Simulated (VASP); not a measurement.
# SnO: single point with PBE+D3(BJ)

Slab: SnO, a slab with vacuum.

```
Sn O
1.0
     3.82056    0.00000    0.00000
     0.00000    3.82056    0.00000
     0.00000    0.00000   42.05620
Sn O
4 4
Direct
  0.50000 0.00000 0.41475
  0.00000 0.50000 0.47057
  0.50000 0.00000 0.52943
  0.00000 0.50000 0.58525
  0.00000 0.00000 0.44270
  0.50000 0.50000 0.44270
  0.00000 0.00000 0.55730
  0.50000 0.50000 0.55730
```

```yaml
Program: VASP 6.6.1
Task: single point
Functional: PBE
Dispersion: D3(BJ)
Potentials_or_basis: VASP PAW PBE potentials, release 64 (Sn_d, O)
Cutoff: 520 eV
k_mesh: 6 × 6 × 1
Occupations: gaussian, width 0.02 eV
Spin: no spin polarisation
Dipole_correction: yes
Further_INCAR_settings: ALGO = Normal; EDIFF = 1e-06; NBANDS = 50
```

The largest force is 0.085 eV/Å and the band gap on the k mesh is 1.07 eV, indirect (least direct gap 2.18 eV). The dispersion energy per atom is -0.182 eV.

Forces on the atoms (eV/Å):
```
Sn   0.000  0.000 -0.085
Sn   0.000  0.000  0.082
Sn   0.000  0.000 -0.082
Sn   0.000  0.000  0.085
O    0.000  0.000  0.003
O    0.000  0.000  0.003
O    0.000  0.000 -0.003
O    0.000  0.000 -0.003
```

Levels at points of the mesh, in eV from the valence-band top:
```tsv
k point	band 36	band 37	band 38	band 39	band 40	band 41	band 42	band 43	band 44	band 45
(0.00, 0.00, 0.00)	-2.57	-2.56	-2.56	-1.24	-0.01	2.18	2.27	2.39	3.75	3.75
(0.50, 0.00, 0.00)	-4.18	-1.88	-1.88	-1.23	-1.23	2.35	2.35	3.37	3.37	4.96
(0.50, 0.50, 0.00)	-1.92	-1.91	-1.91	-1.40	-1.40	1.07	1.07	2.91	2.91	3.87
```

Run time: 13 min on 1 thread of AMD EPYC 7R13, on a shared host, peak memory 0.62 GiB.

Caveat: spin-orbit coupling is left out, which moves the levels of the heavy elements.
